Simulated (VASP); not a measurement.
TiC, 2 atoms in the cell. Symmetry: I4/mmm, No. 139, tetragonal system. The conventional cell has a = 3.060 Å, b = 3.060 Å, c = 4.458 Å, α = 90.00°, β = 90.00°, γ = 90.00°. Ti (site symmetry 4/mmm) has 6 C at 2.16 to 2.23 Å within 2.9 Å. Within 2.9 Å of C (site symmetry 4/mmm) lie 6 Ti at 2.16 to 2.23 Å.  This cell differs from its parent crystal: strain +0.000 along x and y, +0.030 along z.

```yaml
Program: VASP 6.6.1
Task: single point
Functional: r2SCAN
Potentials_or_basis: VASP PAW PBE potentials, release 64 (Ti_sv, C)
Cutoff: 520 eV
k_mesh: 18 × 18 × 18
Occupations: gaussian, width 0.15 eV
Spin: no spin polarisation
Dipole_correction: no
Further_INCAR_settings: ALGO = Normal; EDIFF = 1e-07; NBANDS = 15
```

Potentials or basis: VASP PAW PBE potentials, release 64 (Ti_sv, C).

Command:

```bash
$ cat potpaw_PBE.64/Ti_sv/POTCAR potpaw_PBE.64/C/POTCAR > POTCAR
$ cp INCAR.step1 INCAR
$ mpirun -np 1 vasp_std > vasp.out
$ cp INCAR.step2 INCAR
$ mpirun -np 1 vasp_std > vasp.out
```

Hardware: 1 thread of Intel(R) Xeon(R) 6975P-C (Granite Rapids), on a shared host.

**Question.** Estimate the wall time of this run.

**Answer.** It took 3.3 min on 1 thread of Intel(R) Xeon(R) 6975P-C (Granite Rapids), with other jobs on the host, peak memory 0.27 GiB. Counts: k points 480.
